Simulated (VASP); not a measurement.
# Hf2SeS3 (P-3m1) in VASP: further runs

The runs below take Hf2SeS3 through relaxation of cell and atoms, single point, with PBE.

Program: VASP 6.6.1. These are calculated values, not measurements. Logs are shortened: lines on timing, memory, paths and dates and some standing lists are left out, and cuts for length are marked.

### Step 1. The cell of the first run

The structure is trigonal, space group P-3m1 (No. 164). The conventional cell has a = 4.338 Å, b = 4.338 Å, c = 7.855 Å, α = 90.00°, β = 90.00°, γ = 120.00°. Hf (site symmetry 3m) has 7 S at 2.52 to 2.87 Å within 3.3 Å. Within 4.7 Å of Se (site symmetry -3m) lie 6 Hf at 3.56 Å and 8 S at 3.76 to 3.93 Å and 6 Se at 4.34 Å. Within 3.6 Å of S (site symmetry -3m) lie 6 S at 2.74 Å and 6 Hf at 2.87 Å. Within 3.3 Å of S (site symmetry 3m) lie 4 Hf at 2.52 Å and 3 S at 2.74 Å.

### Step 2. Relaxation of cell and atoms, PBE

INCAR

```
ALGO = Normal
EDIFF = 1E-6
EDIFFG = -0.04
ENCUT = 600
GGA = PE
IBRION = 2
ISIF = 3
ISMEAR = 0
LASPH = True
LCHARG = False
LREAL = False
LWAVE = False
NELM = 60
NSW = 90
PREC = Accurate
SIGMA = 0.1
```

KPOINTS

```
k-points
0
Gamma
  6 6 2
```

POSCAR

```
Hf2SeS3
1.0
    4.3375878900      0.0000000000      0.0000000000
   -2.1687939400      3.7564613000      0.0000000000
    0.0000000000      0.0000000000      7.8545186100
Hf Se S
2 1 3
Direct
    0.6666666700      0.3333333300      0.6786552700
    0.3333333300      0.6666666700      0.3213447300
    0.0000000000      0.0000000000      0.0000000000
    0.0000000000      0.0000000000      0.5000000000
    0.6666666700      0.3333333300      0.3572515000
    0.3333333300      0.6666666700      0.6427485000
```

Potentials or basis: VASP PAW PBE potentials, release 64 (Hf_pv, Se, S).

Command:

```console
$ cat potpaw_PBE.64/Hf_pv/POTCAR potpaw_PBE.64/Se/POTCAR potpaw_PBE.64/S/POTCAR > POTCAR
$ mpirun -np 1 vasp_std > vasp.out
```

OUTCAR:

```text
EDIFF = 1E-6
   EDIFFG = -0.04
   ENCUT = 600
   GGA = PE
   IBRION = 2
   ISIF = 3
   ISMEAR = 0
   LASPH = True
   LREAL = False
   NELM = 60
   NSW = 90
   PREC = Accurate

 ion  position               nearest neighbor table
   1  0.667  0.333  0.679-   6 2.52   6 2.52   6 2.52   5 2.52   4 2.87   4 2.87   4 2.87   2 3.76
                             2 3.76   2 3.76
   2  0.333  0.667  0.321-   5 2.52   5 2.52   5 2.52   6 2.52   4 2.87   4 2.87   4 2.87   1 3.76
                             1 3.76   1 3.76
   3  0.000  0.000  0.000-
   4  0.000  0.000  0.500-   5 2.74   6 2.74   6 2.74   5 2.74   5 2.74   6 2.74   1 2.87   2 2.87
                             2 2.87   1 2.87   2 2.87   1 2.87
   5  0.667  0.333  0.357-   2 2.52   2 2.52   2 2.52   1 2.52   4 2.74   4 2.74   4 2.74
   6  0.333  0.667  0.643-   1 2.52   1 2.52   1 2.52   2 2.52   4 2.74   4 2.74   4 2.74

  LATTYP: Found a hexagonal cell.
 ALAT       =     4.3375878900
 C/A-ratio  =     1.8108033334

  Lattice vectors:

 A1 = (   4.3375878900,   0.0000000000,   0.0000000000)
 A2 = (  -2.1687939400,   3.7564613000,   0.0000000000)
 A3 = (   0.0000000000,   0.0000000000,   7.8545186100)

Analysis of symmetry for initial positions (statically):
=====================================================================
 Subroutine PRICEL returns:
 Original cell was already a primitive cell.

 Routine SETGRP: Setting up the symmetry group for a
 hexagonal supercell.

 Subroutine GETGRP returns: Found 12 space group operations
 (whereof 12 operations were pure point group operations)
 out of a pool of 24 trial point group operations.

The static configuration has the point symmetry D_3d.

Analysis of symmetry for dynamics (positions and initial velocities):
=====================================================================
 Subroutine PRICEL returns:
 Original cell was already a primitive cell.

 Routine SETGRP: Setting up the symmetry group for a
 hexagonal supercell.

 Subroutine GETGRP returns: Found 12 space group operations
 (whereof 12 operations were pure point group operations)
 out of a pool of 24 trial point group operations.

The dynamic configuration has the point symmetry D_3d.

 Subroutine INISYM returns: Found 12 space group operations
 (whereof 12 operations are pure point group operations),
 and found     1 'primitive' translations

----------------------------------------------------------------------------------------

                                     Primitive cell

  volume of cell :     127.9814

  direct lattice vectors                    reciprocal lattice vectors
     4.337587890  0.000000000  0.000000000     0.230542879  0.133103993  0.000000000
    -2.168793940  3.756461300  0.000000000     0.000000000  0.266207987  0.000000000
     0.000000000  0.000000000  7.854518610     0.000000000  0.000000000  0.127315250

  length of vectors
     4.337587890  4.337587884  7.854518610     0.266207986  0.266207987  0.127315250

  position of ions in fractional coordinates (direct lattice)
     0.666666670  0.333333330  0.678655270
     0.333333330  0.666666670  0.321344730
     0.000000000  0.000000000  0.000000000
     0.000000000  0.000000000  0.500000000
     0.666666670  0.333333330  0.357251500
     0.333333330  0.666666670  0.642748500

  ion indices of the primitive-cell ions
   primitive index   ion index
                 1           1
                 2           2
                 3           3
                 4           4
                 5           5
                 6           6

----------------------------------------------------------------------------------------

 KPOINTS: k-points

Automatic generation of k-mesh.
 Grid dimensions read from file:
 generate k-points for:    6    6    2

 Generating k-lattice:

  Cartesian coordinates                     Fractional coordinates (reciprocal lattice)
     0.038423813  0.022183999  0.000000000     0.166666667 -0.000000000  0.000000000
     0.000000000  0.044367998  0.000000000     0.000000000  0.166666667  0.000000000
     0.000000000  0.000000000  0.063657625     0.000000000  0.000000000  0.500000000

  Length of vectors
     0.044367998  0.044367998  0.063657625

  Shift w.r.t. Gamma in fractional coordinates (k-lattice)
     0.000000000  0.000000000  0.000000000

 Subroutine IBZKPT returns following result:
 ===========================================

 Found     14 irreducible k-points:

 Following reciprocal coordinates:
            Coordinates               Weight
  0.000000  0.000000  0.000000      1.000000
  0.166667  0.000000  0.000000      6.000000
  0.333333  0.000000  0.000000      6.000000
  0.500000  0.000000  0.000000      3.000000
  0.166667  0.166667  0.000000      6.000000
  0.333333  0.166667  0.000000     12.000000
  0.333333  0.333333  0.000000      2.000000
  0.000000  0.000000  0.500000      1.000000
  0.166667  0.000000  0.500000      6.000000
  0.333333  0.000000  0.500000      6.000000
  0.500000  0.000000  0.500000      3.000000
  0.166667  0.166667  0.500000      6.000000
  0.333333  0.166667  0.500000     12.000000
  0.333333  0.333333  0.500000      2.000000
   k-points           NKPTS =     14   k-points in BZ     NKDIM =     14   number of bands    NBANDS=     26
   number of dos      NEDOS =    301   number of ions     NIONS =      6
   total plane-waves  NPLWV =  82944
   dimension x,y,z NGX =    36 NGY =   36 NGZ =   64
   dimension x,y,z NGXF=    72 NGYF=   72 NGZF=  128
   ions per type =               2   1   3
   NGX,Y,Z   is equivalent  to a cutoff of  13.80, 13.80, 13.55 a.u.
   NGXF,Y,Z  is equivalent  to a cutoff of  27.60, 27.60, 27.09 a.u.
 SYSTEM =  unknown system
   PREC   = accura    normal or accurate (medium, high low for compatibility)
   ISTART =      0    job   : 0-new  1-cont  2-samecut
   ICHARG =      2    charge: 1-file 2-atom 10-const
   ISPIN  =      1    spin polarized calculation?
   LNONCOLLINEAR =      F non collinear calculations
   LSORBIT =      F    spin-orbit coupling
   LASPH  =      T    aspherical Exc in radial PAW
   ENCUT  =  600.0 eV  44.10 Ry    6.64 a.u.   8.66  8.66 15.69*2*pi/ulx,y,z
   NELM   =     60;   NELMIN=  2; NELMDL= -5     # of ELM steps
   EDIFF  = 0.1E-05   stopping-criterion for ELM
   LREAL  =      F    real-space projection
   EDIFFG = -.4E-01   stopping-criterion for IOM
   NSW    =     90    number of steps for IOM
   IBRION =      2    ionic relax: 0-MD 1-quasi-New 2-CG
   NFREE  =      1    steps in history (QN), initial steepest desc. (CG)
   ISIF   =      3    stress and relaxation
   ISYM   =      2    0-nonsym 1-usesym 2-fastsym
   POTIM  = 0.5000    time-step for ionic-motion
   TEBEG  =    0.0;   TEEND  =   0.0 temperature during run
   PSTRESS=    0.0 pullay stress
   NELECT =      44.0000    total number of electrons
   NUPDOWN=      -1.0000    fix difference up-down
   EMIN   =  10.00;   EMAX   =-10.00  energy-range for DOS
   EFERMI =   0.00;   METHOD = LEGACY
   ISMEAR =     0;   SIGMA  =   0.10  broadening in eV -4-tet -1-fermi 0-gaus
   EFERMI_NEDOS =   21; number of points for ismear=-14 and -15
   IALGO  =     38    algorithm
   IMIX   =      4    mixing-type and parameters
     AMIX     =   0.40;   BMIX     =  1.00
     AMIX_MAG =   1.60;   BMIX_MAG =  1.00
  volume/ion in A,a.u.               =      21.33       143.94
  Fermi-wavevector in a.u.,A,eV,Ry     =   1.146859  2.167250 17.895555  1.315286
  Thomas-Fermi vector in A             =   2.283542
   LORBIT       =      0    0 simple, 1 ext, 2 COOP (PROOUT), +10 PAW based schemes
   GGA     = PE    functional components
   LHFCALC =     F    Hartree Fock is set to
   AEXX    =    0.0000 exact exchange contribution
   IVDW    =     0    specifies the selected vdW correction
   LEPSILON=     F    determine dielectric tensor
   LRPA    =     F    only Hartree local field effects (RPA)
 conjugate gradient relaxation of ions
 non-spin polarized calculation
 Gauss-broadening in eV      SIGMA  =   0.10
  energy-cutoff  :      600.00
  volume of cell :      127.98
 maximum number of plane-waves:      4302
 NGX is ok and might be reduce to    36
   NGX = 17   NGY = 17   NGZ = 31

--------------------------------------- Ionic step        1  -------------------------------------------

 number of electron      44.0000004 magnetization

 Free energy of the ion-electron system (eV)
  ---------------------------------------------------
  ext. energy  EPLUGINS =         0.00000000
  ---------------------------------------------------
  free energy    TOTEN  =       -39.88480173 eV

  energy without entropy =      -39.87846027  energy(sigma->0) =      -39.88163100

------------------------ aborting loop because EDIFF is reached ----------------------------------------

  FORCE on cell =-STRESS in cart. coord.  units (eV):
  Direction    XX          YY          ZZ          XY          YZ          ZX
  --------------------------------------------------------------------------------------
  -------------------------------------------------------------------------------------
  Total        5.6947344      5.6947344     -5.5331245      0.0000000     -0.0000000      0.0000000
  in kB       71.2914217     71.2914215    -69.2682541      0.0000001     -0.0000000      0.0000000
  external PRESSURE =      24.4381964 kB  Pullay stress =       0.0000000 kB
[... 65 lines left out ...]
  energy  without entropy=      -40.4665244201  energy(sigma->0) =      -40.46833845

--------------------------------------- Ionic step        3  -------------------------------------------

 number of electron      44.0000006 magnetization

 E-fermi :   4.5713     XC(G=0):  -9.9524

 val. band max:        4.5121302182   @ k =   0.5000   0.0000   0.0000
 cond. band min:       4.6114823479   @ k =   0.0000   0.0000   0.0000
 fundamental gap:      0.0993521296
 Fermi energy:         4.5713460255

 k-point     1 :       0.0000    0.0000    0.0000
  band No.  band energies     occupation
      1     -27.7670      2.00000
      2     -27.7109      2.00000
      3     -27.6004      2.00000
      4     -27.6004      2.00000
      5     -27.5828      2.00000
      6     -27.5828      2.00000
[... 428 lines left out ...]
  FREE ENERGIE OF THE ION-ELECTRON SYSTEM (eV)
  ---------------------------------------------------
  free  energy   TOTEN  =       -40.4745715769 eV

  energy  without entropy=      -40.4713510282  energy(sigma->0) =      -40.47296130

[... ionic steps 4 to 10 ...]

--------------------------------------- Ionic step       11  -------------------------------------------

 number of electron      43.9999995 magnetization

------------------------ aborting loop because EDIFF is reached ----------------------------------------

  FORCE on cell =-STRESS in cart. coord.  units (eV):
  Direction    XX          YY          ZZ          XY          YZ          ZX
  --------------------------------------------------------------------------------------
  -------------------------------------------------------------------------------------
  Total        0.0458168      0.0458168     -0.0682530      0.0000000     -0.0000000      0.0000000
  in kB        0.6276852      0.6276852     -0.9350588      0.0000000     -0.0000000      0.0000000
  external PRESSURE =       0.1067705 kB  Pullay stress =       0.0000000 kB
[... 65 lines left out ...]
  energy  without entropy=      -41.1151612986  energy(sigma->0) =      -41.11750903

--------------------------------------- Ionic step       13  -------------------------------------------

 number of electron      43.9999995 magnetization

 Free energy of the ion-electron system (eV)
  ---------------------------------------------------
  ext. energy  EPLUGINS =         0.00000000
  ---------------------------------------------------
  free energy    TOTEN  =       -41.12069048 eV

  energy without entropy =      -41.11532460  energy(sigma->0) =      -41.11800754

 E-fermi :   6.0711     XC(G=0): -10.6664

 val. band max:        6.0607640800   @ k =   0.5000   0.0000   0.0000
 cond. band min:       6.1279242892   @ k =   0.0000   0.0000   0.5000
 fundamental gap:      0.0671602091
 Fermi energy:         6.0711436008

 k-point     1 :       0.0000    0.0000    0.0000
  band No.  band energies     occupation
      1     -26.0886      2.00000
      2     -26.0142      2.00000
      3     -25.9109      2.00000
      4     -25.9109      2.00000
      5     -25.8864      2.00000
      6     -25.8864      2.00000
[... 428 lines left out ...]
  FREE ENERGIE OF THE ION-ELECTRON SYSTEM (eV)
  ---------------------------------------------------
  free  energy   TOTEN  =       -41.1206904843 eV

  energy  without entropy=      -41.1153246012  energy(sigma->0) =      -41.11800754

 reached required accuracy - stopping structural energy minimisation
```

Run time: 3.5 min. Hardware: 1 thread of AMD EPYC 9R45 (Zen 5), shared host; peak memory 0.29 GiB.

Results:

* Free energy: -41.1207 eV
* Relaxed volume: 19.50 Å³/atom
* Relaxed cell: a = 4.453 Å, b = 4.453 Å, c = 6.812 Å, α = 90.00°, β = 90.00°, γ = 120.00°
* Space group after relaxing (to 0.05 Å): P-3m1 (No. 164)
* Energy gained by relaxing: 206.0 meV/atom
* Ionic steps: 13
* Pressure after relaxing: 0.1 GPa
* Largest force after relaxing: 0.038 eV/Å
* Band gap on the k mesh: zero (band 22 reaches 6.06 eV, above the bottom of band 23 at 5.81 eV)

Forces on the atoms (eV/Å):
```
Hf   0.000  0.000  0.003
Hf   0.000  0.000 -0.003
Se   0.000  0.000  0.000
S    0.000  0.000  0.000
S    0.000  0.000 -0.038
S    0.000  0.000  0.038
```

Step by step:
```csv
step,energy change (eV),largest force (eV/Å),pressure (GPa),volume (Å³)
1,0.0000,1.6098,2.44,127.98
2,-0.5854,1.0210,-5.63,133.74
3,-0.5898,0.9789,-6.08,134.12
4,-1.0471,1.1099,-1.43,122.47
5,-1.0797,1.2003,1.22,117.85
6,-1.2177,0.1708,0.87,114.80
7,-1.2211,0.0860,0.81,115.25
8,-1.2302,0.1121,-0.57,117.16
9,-1.2302,0.1129,-0.59,117.19
10,-1.2345,0.0471,0.10,116.91
11,-1.2346,0.0531,0.01,116.95
12,-1.2351,0.0436,0.02,116.96
13,-1.2359,0.0384,0.06,116.99
```

Final structure:
```xyz
6
Lattice="4.4533 0.0000 0.0000 -2.2267 3.8567 0.0000 0.0000 0.0000 6.8116" Properties=species:S:1:pos:R:3 pbc="T T T"
Hf    2.2267    1.2856    4.7455
Hf    0.0000    2.5711    2.0660
Se    0.0000    0.0000    0.0000
S     0.0000    0.0000    3.4058
S     2.2267    1.2856    2.1440
S     0.0000    2.5711    4.6676
```

Caveat: the k points lie up to 0.46 Å⁻¹ apart in the final cell; spin-orbit coupling is left out, which moves the levels of the heavy elements.

### Step 3. Single point, PBE

This run uses another cell than the first one, of 19.61 Å³/atom, 0.919 times its volume.

INCAR

```
PREC = Accurate ; ENCUT = 520
EDIFF = 1E-7 ; ISMEAR = 0
SIGMA = 0.1 ; LREAL = F
LASPH = T ; NELM = 80
ALGO = Normal ; ISIF = 2
LWAVE = F ; LCHARG = F
GGA = PE ; NBANDS = 31
```

KPOINTS

```
regular mesh
0
Gamma
  12 12 6
```

POSCAR

```
Hf2SeS3
1.0
    4.4767792445      0.0000000000      0.0000000000
   -2.2383896222      3.8770045529      0.0000000000
    0.0000000000      0.0000000000      6.7800788096
Hf Se S
2 1 3
Direct
    0.6666666667      0.3333333333      0.6901850140
    0.3333333333      0.6666666667      0.3098149860
    0.0000000000      0.0000000000      0.0000000000
    0.0000000000      0.0000000000      0.5000000000
    0.6666666667      0.3333333333      0.3097204407
    0.3333333333      0.6666666667      0.6902795593
```

Potentials or basis: VASP PAW PBE potentials, release 64 (Hf_pv, Se, S).

Command:

```console
$ cat potpaw_PBE.64/Hf_pv/POTCAR potpaw_PBE.64/Se/POTCAR potpaw_PBE.64/S/POTCAR > POTCAR
$ mpirun -np 1 vasp_std > vasp.out
```

Run time: 2.9 min. Hardware: 1 thread of AMD EPYC 9R45 (Zen 5), shared host; peak memory 0.44 GiB.

The run converged. Its results:

```
Free energy            : -41.2487 eV
Pressure               : -0.7 GPa
Largest force          : 0.081 eV/Å
Band gap on the k mesh : zero (band 22 reaches 6.02 eV, above the bottom of band 23 at 5.74 eV)
```

Forces in eV/Å, atoms in the order of the input:
```
Hf   0.000  0.000 -0.081
Hf   0.000  0.000  0.081
Se   0.000  0.000  0.000
S    0.000  0.000  0.000
S    0.000  0.000  0.045
S    0.000  0.000 -0.045
```

Stress tensor (GPa, compression positive):
```
-0.78  0.00  0.00
 0.00 -0.78  0.00
 0.00  0.00 -0.61
```

Levels at points of the mesh, in eV from the Fermi level:
| k point | band 20 | band 21 | band 22 | band 23 | band 24 | band 25 |
| --- | --- | --- | --- | --- | --- | --- |
| (0.00, 0.00, 0.00) | -0.96 | -0.96 | -0.20 | -0.20 | 0.24 | 0.49 |
| (0.50, 0.00, 0.00) | -1.78 | -0.70 | -0.03 | 0.97 | 1.34 | 1.51 |
| (0.00, 0.00, 0.50) | -1.45 | -1.29 | -1.29 | 0.11 | 0.11 | 1.63 |
| (0.50, 0.00, 0.50) | -1.62 | -1.14 | -0.46 | 0.49 | 1.79 | 1.83 |

Caveat: spin-orbit coupling is left out, which moves the levels of the heavy elements.

(Continued in part 2 of 2.)
